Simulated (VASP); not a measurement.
# YPt3F2 (P6/mmm) in VASP: further runs

YPt3F2 is run at these levels: PBE; tasks: single point.

Everything below comes from runs of VASP 6.6.1. Logs are shortened: lines on timing, memory, paths and dates and some standing lists are left out, and cuts for length are marked.

**1. The cell of the first run**

Symmetry: P6/mmm, No. 191, hexagonal system. Conventional cell: a = 4.890 Å, b = 4.890 Å, c = 5.532 Å, α = 90.00°, β = 90.00°, γ = 120.00°. Y (site symmetry 6/mmm) has 6 F at 2.82 Å and 12 Pt at 3.69 Å within 3.7 Å. Within 3.2 Å of Pt (site symmetry mmm) lie 4 Pt at 2.45 Å and 4 F at 3.11 Å. F (site symmetry -6m2) has 3 F at 2.82 Å and 3 Y at 2.82 Å and 6 Pt at 3.11 Å within 3.7 Å.

The cell was built from a structure type or drawn by symmetry, and may not be a known phase.

**2. Single point, PBE, collinear spin**

INCAR

```
ALGO     = Normal         # electronic algorithm
EDIFF    = 1E-7           # SCF threshold, eV
ENCUT    = 520            # plane-wave cutoff, eV
GGA      = PE             # functional
ISIF     = 2              # what is computed and relaxed
ISMEAR   = 0              # smearing method
ISPIN    = 2              # spin polarisation
LASPH    = T              # aspherical terms in the spheres
LCHARG   = T              # write CHGCAR
LELF     = T              # ELF
LMAXMIX  = 4              # l up to which the mixer works
LORBIT   = 11             # projections on sites
LREAL    = F              # projectors in reciprocal space
LVHAR    = T            
LWAVE    = F              # write WAVECAR
MAGMOM   = 0 1 1 1 0 0    # initial moments
NBANDS   = 40             # bands
NELM     = 150            # most SCF steps
PREC     = Accurate       # precision mode
SIGMA    = 0.1            # smearing width, eV
```

KPOINTS

```
k-points
0
Gamma
  6 6 4
```

POSCAR

```
YPt3F2
1.0
    4.8901678247      0.0000000000      0.0000000000
   -2.4450839124      4.2350095650      0.0000000000
    0.0000000000      0.0000000000      5.5315673415
Y Pt F
1 3 2
Direct
    0.0000000000      0.0000000000      0.0000000000
    0.5000000000      0.0000000000      0.5000000000
    0.5000000000      0.5000000000      0.5000000000
    0.0000000000      0.5000000000      0.5000000000
    0.3333333333      0.6666666667      0.0000000000
    0.6666666667      0.3333333333      0.0000000000
```

Potentials or basis: VASP PAW PBE potentials, release 64 (Y_sv, Pt, F).

The run is started by

```bash
cat potpaw_PBE.64/Y_sv/POTCAR potpaw_PBE.64/Pt/POTCAR potpaw_PBE.64/F/POTCAR > POTCAR
mpirun -np 1 vasp_std > vasp.out
```

OUTCAR:

```text
EDIFF = 1E-7
   ENCUT = 520
   GGA = PE
   ISIF = 2
   ISMEAR = 0
   ISPIN = 2
   LASPH = T
   LORBIT = 11
   LREAL = F
   NELM = 150
   PREC = Accurate

 ion  position               nearest neighbor table
   1  0.000  0.000  0.000-   5 2.82   6 2.82   6 2.82   5 2.82   6 2.82   5 2.82   2 3.69   2 3.69
                             2 3.69   2 3.69   3 3.69   3 3.69   3 3.69   3 3.69   4 3.69   4 3.69
   2  0.500  0.000  0.500-   4 2.45   4 2.45   3 2.45   3 2.45   1 3.69   1 3.69   1 3.69   1 3.69

   3  0.500  0.500  0.500-   4 2.45   4 2.45   2 2.45   2 2.45   1 3.69   1 3.69   1 3.69   1 3.69

   4  0.000  0.500  0.500-   3 2.45   3 2.45   2 2.45   2 2.45   1 3.69   1 3.69   1 3.69   1 3.69

   5  0.333  0.667  0.000-   1 2.82   1 2.82   1 2.82
   6  0.667  0.333  0.000-   1 2.82   1 2.82   1 2.82

  LATTYP: Found a hexagonal cell.
 ALAT       =     4.8901678247
 C/A-ratio  =     1.1311610439

  Lattice vectors:

 A1 = (   4.8901678247,   0.0000000000,   0.0000000000)
 A2 = (  -2.4450839124,   4.2350095650,   0.0000000000)
 A3 = (   0.0000000000,   0.0000000000,   5.5315673415)

Analysis of symmetry for initial positions (statically):
=====================================================================
 Subroutine PRICEL returns:
 Original cell was already a primitive cell.

 Routine SETGRP: Setting up the symmetry group for a
 hexagonal supercell.

 Subroutine GETGRP returns: Found 24 space group operations
 (whereof 24 operations were pure point group operations)
 out of a pool of 24 trial point group operations.

The static configuration has the point symmetry D_6h.

Analysis of symmetry for dynamics (positions and initial velocities):
=====================================================================
 Subroutine PRICEL returns:
 Original cell was already a primitive cell.

 Routine SETGRP: Setting up the symmetry group for a
 hexagonal supercell.

 Subroutine GETGRP returns: Found 24 space group operations
 (whereof 24 operations were pure point group operations)
 out of a pool of 24 trial point group operations.

The dynamic configuration has the point symmetry D_6h.

Analysis of structural, dynamic, and magnetic symmetry:
=====================================================================
 Subroutine PRICEL returns:
 Original cell was already a primitive cell.

 Routine SETGRP: Setting up the symmetry group for a
 hexagonal supercell.

[... 144 lines left out ...]
   NGX = 19   NGY = 19   NGZ = 21

 number of electron      55.0000023 magnetization       0.3005342

 Free energy of the ion-electron system (eV)
  ---------------------------------------------------
  ext. energy  EPLUGINS =         0.00000000
  ---------------------------------------------------
  free energy    TOTEN  =       -33.22369740 eV

  energy without entropy =      -33.18705863  energy(sigma->0) =      -33.20537802

 E-fermi :   4.1918     XC(G=0): -10.4813

 val. band max:        4.1835906793   @ k =   0.1667   0.1667   0.5000
 cond. band min:       4.1968811350   @ k =   0.3333   0.0000   0.2500
 fundamental gap:      0.0132904558
 Fermi energy:         4.1917556795

 spin component 1

 k-point     1 :       0.0000    0.0000    0.0000
  band No.  band energies     occupation
      1     -40.1357      1.00000
      2     -19.9754      1.00000
      3     -19.8492      1.00000
      4     -19.8492      1.00000
      5     -17.3485      1.00000
      6     -16.9846      1.00000
[... 871 lines left out ...]
     38       9.9571      0.00000
     39      13.4315      0.00000
 Fermi energy:         4.1917556795

 spin component 2

 k-point     1 :       0.0000    0.0000    0.0000
  band No.  band energies     occupation
      1     -40.1371      1.00000
      2     -19.9782      1.00000
      3     -19.8504      1.00000
      4     -19.8504      1.00000
      5     -17.3482      1.00000
      6     -16.9842      1.00000
[... 871 lines left out ...]
     38       9.9716      0.00000
     39      13.4487      0.00000
 [bands above 39 left out]

------------------------ aborting loop because EDIFF is reached ----------------------------------------

  FORCE on cell =-STRESS in cart. coord.  units (eV):
  Direction    XX          YY          ZZ          XY          YZ          ZX
  --------------------------------------------------------------------------------------
  -------------------------------------------------------------------------------------
  Total       -0.3944316     -0.3944316     -0.1392875      0.0000000     -0.0000000     -0.0000000
  in kB       -5.5164020     -5.5164020     -1.9480339      0.0000000     -0.0000000     -0.0000000
  external PRESSURE =      -4.3269459 kB  Pullay stress =       0.0000000 kB

 VOLUME and BASIS-vectors are now :
 -----------------------------------------------------------------------------
  energy-cutoff  :      520.00
  volume of cell :      114.56
      direct lattice vectors                 reciprocal lattice vectors
     4.890167825  0.000000000  0.000000000     0.204491959  0.118063488  0.000000000
    -2.445083912  4.235009565  0.000000000     0.000000000  0.236126976  0.000000000
     0.000000000  0.000000000  5.531567341     0.000000000  0.000000000  0.180780589

 POSITION                                       TOTAL-FORCE (eV/Angst)
 -----------------------------------------------------------------------------------
      0.00000      0.00000      0.00000         0.000000      0.000000      0.000000
      2.44508      0.00000      2.76578         0.000000      0.000000      0.000000
      1.22254      2.11750      2.76578         0.000000      0.000000      0.000000
     -1.22254      2.11750      2.76578         0.000000      0.000000      0.000000
     -0.00000      2.82334      0.00000        -0.000000      0.000000     -0.000000
      2.44508      1.41167      0.00000         0.000000      0.000000      0.000000
 -----------------------------------------------------------------------------------
    total drift:                               -0.000000      0.000000      0.000000

  FREE ENERGIE OF THE ION-ELECTRON SYSTEM (eV)
  ---------------------------------------------------
  free  energy   TOTEN  =       -33.2236974050 eV

  energy  without entropy=      -33.1870586343  energy(sigma->0) =      -33.20537802

 total charge

# of ion       s       p       d       f       tot
--------------------------------------------------
    1        2.094   6.053   0.443   0.024   8.614
    2        0.834   0.501   8.062   0.000   9.396
    3        0.834   0.501   8.062   0.000   9.396
    4        0.834   0.501   8.062   0.000   9.396
    5        1.742   4.275   0.000   0.000   6.017
    6        1.742   4.275   0.000   0.000   6.017
--------------------------------------------------
tot          8.079  16.107  24.628   0.024  48.837

 magnetization (x)

# of ion       s       p       d       f       tot
--------------------------------------------------
    1       -0.001  -0.001  -0.002  -0.000  -0.003
    2        0.002   0.002   0.096   0.000   0.100
    3        0.002   0.002   0.096   0.000   0.100
    4        0.002   0.002   0.096   0.000   0.100
    5       -0.000   0.000   0.000   0.000   0.000
    6       -0.000   0.000   0.000   0.000   0.000
--------------------------------------------------
tot          0.005   0.006   0.287  -0.000   0.298
```

stdout:

```text
POSCAR found type information on POSCAR Y PtF
 POSCAR found :  3 types and       6 ions
 scaLAPACK will be used
 LDA part: xc-table for (Slater+PW92), standard interpolation
 POSCAR, INCAR and KPOINTS ok, starting setup
 FFT: planning ... GRIDC
 FFT: planning ... GRID_SOFT
 FFT: planning ... GRID
 WAVECAR not read
 entering main loop
```

Wall time 4.4 min (1 thread of Intel Xeon Platinum 8488C (Sapphire Rapids), shared host); peak memory 0.37 GiB.

What came out:

| Property | Result |
| --- | --- |
| Free energy | -33.2237 eV |
| Pressure | -0.4 GPa |
| Net moment | 0.30 μB per cell |
| Site moments | Y -0.00; Pt +0.10; F +0.00 μB |
| Valence electrons inside the program's atomic spheres | Y 8.61; Pt 9.40; F 6.02 |

Levels at points of the mesh, in eV from the Fermi level:
Spin up:
| k point | band 25 | band 26 | band 27 | band 28 | band 29 | band 30 | band 31 | band 32 |
| --- | --- | --- | --- | --- | --- | --- | --- | --- |
| (0.00, 0.00, 0.00) | -0.09 | 0.23 | 0.23 | 2.63 | 2.76 | 2.76 | 2.92 | 2.96 |
| (0.50, 0.00, 0.00) | -1.64 | -1.28 | -0.54 | -0.32 | 0.17 | 1.94 | 1.97 | 2.50 |
| (0.00, 0.00, 0.50) | -0.10 | 0.08 | 0.25 | 0.25 | 1.48 | 1.48 | 2.59 | 2.96 |
| (0.50, 0.00, 0.50) | -1.03 | -0.67 | -0.65 | -0.38 | 0.16 | 2.36 | 2.54 | 2.78 |
Spin down:
```tsv
k point	band 23	band 24	band 25	band 26	band 27	band 28	band 29	band 30	band 31	band 32
(0.00, 0.00, 0.00)	-0.24	-0.24	-0.03	0.33	0.33	2.63	2.76	2.76	2.92	3.03
(0.50, 0.00, 0.00)	-1.80	-1.70	-1.57	-1.25	-0.50	-0.26	0.27	1.95	1.97	2.51
(0.00, 0.00, 0.50)	-0.26	-0.26	-0.04	0.08	0.36	0.36	1.48	1.48	2.58	3.03
(0.50, 0.00, 0.50)	-1.96	-1.46	-1.00	-0.64	-0.63	-0.31	0.26	2.36	2.54	2.78
```

Caveat: spin-orbit coupling is left out, which moves the levels of the heavy elements.

**3. Single point, PBE**

INCAR

```
SYSTEM = YPt3F2
  PREC = Accurate
  ENCUT = 520
  EDIFF = 1E-6
  ISMEAR = 0
  SIGMA = 0.1
  LREAL = .False.
  LASPH = .True.
  NELM = 100
  ALGO = Fast
  ISIF = 2
  LWAVE = .False.
  LCHARG = .False.
  GGA = PE
  NBANDS = 36
```

KPOINTS

```
regular mesh
0
Gamma
  12 12 8
  0 0 0
```

POSCAR: that of step 2 with these lines changed.

```diff
@@ -2,5 +2,5 @@
 1.0
-    4.8901678247      0.0000000000      0.0000000000
-   -2.4450839124      4.2350095650      0.0000000000
-    0.0000000000      0.0000000000      5.5315673415
+    4.8876425153      0.0000000000      0.0000000000
+   -2.4438212577      4.2328225829      0.0000000000
+    0.0000000000      0.0000000000      5.5398813714
 Y Pt F
```

Potentials or basis: VASP PAW PBE potentials, release 64 (Y_sv, Pt, F).

The run is started by

```bash
cat potpaw_PBE.64/Y_sv/POTCAR potpaw_PBE.64/Pt/POTCAR potpaw_PBE.64/F/POTCAR > POTCAR
mpirun -np 1 vasp_std > vasp.out
```

OUTCAR:

```text
SYSTEM = YPt3F2
   PREC = Accurate
   ENCUT = 520
   EDIFF = 1E-6
   ISMEAR = 0
   LREAL = .False.
   LASPH = .True.
   NELM = 100
   ISIF = 2
   GGA = PE

 ion  position               nearest neighbor table
   1  0.000  0.000  0.000-   5 2.82   6 2.82   6 2.82   5 2.82   6 2.82   5 2.82   2 3.69   2 3.69
                             2 3.69   2 3.69   3 3.69   3 3.69   3 3.69   3 3.69   4 3.69   4 3.69
   2  0.500  0.000  0.500-   4 2.44   4 2.44   3 2.44   3 2.44   1 3.69   1 3.69   1 3.69   1 3.69

   3  0.500  0.500  0.500-   4 2.44   4 2.44   2 2.44   2 2.44   1 3.69   1 3.69   1 3.69   1 3.69

   4  0.000  0.500  0.500-   3 2.44   3 2.44   2 2.44   2 2.44   1 3.69   1 3.69   1 3.69   1 3.69

   5  0.333  0.667  0.000-   1 2.82   1 2.82   1 2.82
   6  0.667  0.333  0.000-   1 2.82   1 2.82   1 2.82

  LATTYP: Found a hexagonal cell.
 ALAT       =     4.8876425153
 C/A-ratio  =     1.1334465142

  Lattice vectors:

 A1 = (   4.8876425153,   0.0000000000,   0.0000000000)
 A2 = (  -2.4438212577,   4.2328225829,   0.0000000000)
 A3 = (   0.0000000000,   0.0000000000,   5.5398813714)

Analysis of symmetry for initial positions (statically):
=====================================================================
 Subroutine PRICEL returns:
 Original cell was already a primitive cell.

 Routine SETGRP: Setting up the symmetry group for a
 hexagonal supercell.

 Subroutine GETGRP returns: Found 24 space group operations
 (whereof 24 operations were pure point group operations)
 out of a pool of 24 trial point group operations.

The static configuration has the point symmetry D_6h.

Analysis of symmetry for dynamics (positions and initial velocities):
=====================================================================
 Subroutine PRICEL returns:
 Original cell was already a primitive cell.
[... 135 lines left out ...]
     AMIX     =   0.40;   BMIX     =  1.00
     AMIX_MAG =   1.60;   BMIX_MAG =  1.00
  volume/ion in A,a.u.               =      19.10       128.91
  Fermi-wavevector in a.u.,A,eV,Ry     =   1.281698  2.422058 22.350971  1.642750
  Thomas-Fermi vector in A             =   2.414053
   LORBIT       =      0    0 simple, 1 ext, 2 COOP (PROOUT), +10 PAW based schemes
   GGA     = PE    functional components
   LHFCALC =     F    Hartree Fock is set to
   AEXX    =    0.0000 exact exchange contribution
   IVDW    =     0    specifies the selected vdW correction
   LEPSILON=     F    determine dielectric tensor
   LRPA    =     F    only Hartree local field effects (RPA)
 non-spin polarized calculation
 RMM-DIIS sequential band-by-band and
 Gauss-broadening in eV      SIGMA  =   0.10
  energy-cutoff  :      520.00
  volume of cell :      114.61
 maximum number of plane-waves:      3112
   NGX = 19   NGY = 19   NGZ = 21

 number of electron      55.0000022 magnetization

 Free energy of the ion-electron system (eV)
  ---------------------------------------------------
  ext. energy  EPLUGINS =         0.00000000
  ---------------------------------------------------
  free energy    TOTEN  =       -33.27923421 eV

  energy without entropy =      -33.25332208  energy(sigma->0) =      -33.26627814

 E-fermi :   4.2649     XC(G=0): -10.4756

 val. band max:        4.2625077782   @ k =   0.1667   0.1667   0.5000
 cond. band min:       4.2805277515   @ k =   0.3333   0.0833   0.3750
 fundamental gap:      0.0180199733
 Fermi energy:         4.2648658695

 k-point     1 :       0.0000    0.0000    0.0000
  band No.  band energies     occupation
      1     -40.1615      2.00000
      2     -20.0032      2.00000
      3     -19.8728      2.00000
      4     -19.8728      2.00000
      5     -17.3609      2.00000
      6     -16.9956      2.00000
[... 925 lines left out ...]
     35       8.6980      0.00000
     36       8.9085      0.00000

 [... further k-points ...]

------------------------ aborting loop because EDIFF is reached ----------------------------------------

  FORCE on cell =-STRESS in cart. coord.  units (eV):
  Direction    XX          YY          ZZ          XY          YZ          ZX
  --------------------------------------------------------------------------------------
  -------------------------------------------------------------------------------------
  Total       -0.4024635     -0.4024635     -0.1130309      0.0000000     -0.0000000     -0.0000000
  in kB       -5.6260952     -5.6260952     -1.5800750      0.0000000     -0.0000000     -0.0000000
  external PRESSURE =      -4.2774218 kB  Pullay stress =       0.0000000 kB

 VOLUME and BASIS-vectors are now :
 -----------------------------------------------------------------------------
  energy-cutoff  :      520.00
  volume of cell :      114.61
      direct lattice vectors                 reciprocal lattice vectors
     4.887642515  0.000000000  0.000000000     0.204597615  0.118124488  0.000000000
    -2.443821258  4.232822583  0.000000000     0.000000000  0.236248976  0.000000000
     0.000000000  0.000000000  5.539881371     0.000000000  0.000000000  0.180509280

 POSITION                                       TOTAL-FORCE (eV/Angst)
 -----------------------------------------------------------------------------------
      0.00000      0.00000      0.00000         0.000000      0.000000      0.000000
      2.44382      0.00000      2.76994         0.000000      0.000000      0.000000
      1.22191      2.11641      2.76994         0.000000      0.000000      0.000000
     -1.22191      2.11641      2.76994         0.000000      0.000000      0.000000
     -0.00000      2.82188      0.00000        -0.000000      0.000000      0.000000
      2.44382      1.41094      0.00000         0.000000     -0.000000      0.000000
 -----------------------------------------------------------------------------------
    total drift:                               -0.000000      0.000000      0.000000

  FREE ENERGIE OF THE ION-ELECTRON SYSTEM (eV)
  ---------------------------------------------------
  free  energy   TOTEN  =       -33.2792342087 eV

  energy  without entropy=      -33.2533220795  energy(sigma->0) =      -33.26627814
```

OSZICAR:

```text
N       E                     dE             d eps       ncg     rms          rms(c)
DAV:   1     0.355046728830E+03    0.35505E+03   -0.28380E+04  6840   0.145E+03
DAV:   2    -0.166549841610E+02   -0.37170E+03   -0.35573E+03  7776   0.329E+02
DAV:   3    -0.382092934880E+02   -0.21554E+02   -0.21223E+02  8072   0.733E+01
DAV:   4    -0.390038345270E+02   -0.79454E+00   -0.79114E+00 10652   0.110E+01
DAV:   5    -0.390115801609E+02   -0.77456E-02   -0.77439E-02  7844   0.116E+00    0.220E+01
RMM:   6    -0.340243132710E+02    0.49873E+01   -0.14085E+01  7236   0.171E+01    0.139E+01
RMM:   7    -0.334282997625E+02    0.59601E+00   -0.15597E+00  8323   0.515E+00    0.890E+00
RMM:   8    -0.332591303079E+02    0.16917E+00   -0.10565E+00  9128   0.474E+00    0.363E+00
RMM:   9    -0.332751533246E+02   -0.16023E-01   -0.23417E-01 10255   0.158E+00    0.139E+00
RMM:  10    -0.332782574804E+02   -0.31042E-02   -0.47747E-02 10008   0.743E-01    0.489E-01
RMM:  11    -0.332791266582E+02   -0.86918E-03   -0.14575E-02 10859   0.358E-01    0.312E-01
RMM:  12    -0.332805879691E+02   -0.14613E-02   -0.59553E-03 11115   0.216E-01    0.659E-01
RMM:  13    -0.332792047611E+02    0.13832E-02   -0.25230E-03  9410   0.273E-01    0.101E-01
RMM:  14    -0.332792206283E+02   -0.15867E-04   -0.63540E-04 10792   0.102E-01    0.498E-02
RMM:  15    -0.332792321084E+02   -0.11480E-04   -0.16922E-04 11672   0.411E-02    0.513E-02
RMM:  16    -0.332792378839E+02   -0.57755E-05   -0.48327E-05 10624   0.236E-02    0.373E-02
RMM:  17    -0.332792336835E+02    0.42004E-05   -0.26829E-05  9970   0.216E-02    0.476E-02
RMM:  18    -0.332792342087E+02   -0.52517E-06   -0.87571E-06  8479   0.994E-03
   1 F= -.33279234E+02 E0= -.33266278E+02  d E =-.259121E-01
```

Wall time 4.9 min (1 thread of Intel Xeon 6975P-C (Granite Rapids), shared host); peak memory 0.5 GiB.

Results:

```
Free energy            : -33.2792 eV
Pressure               : -0.4 GPa
Band gap on the k mesh : zero (an odd number of electrons rules out a gap without spin polarisation)
```

Caveat: spin-orbit coupling is left out, which moves the levels of the heavy elements; an odd number of electrons without spin polarisation forces a metal; a magnetic or distorted state may lie lower.
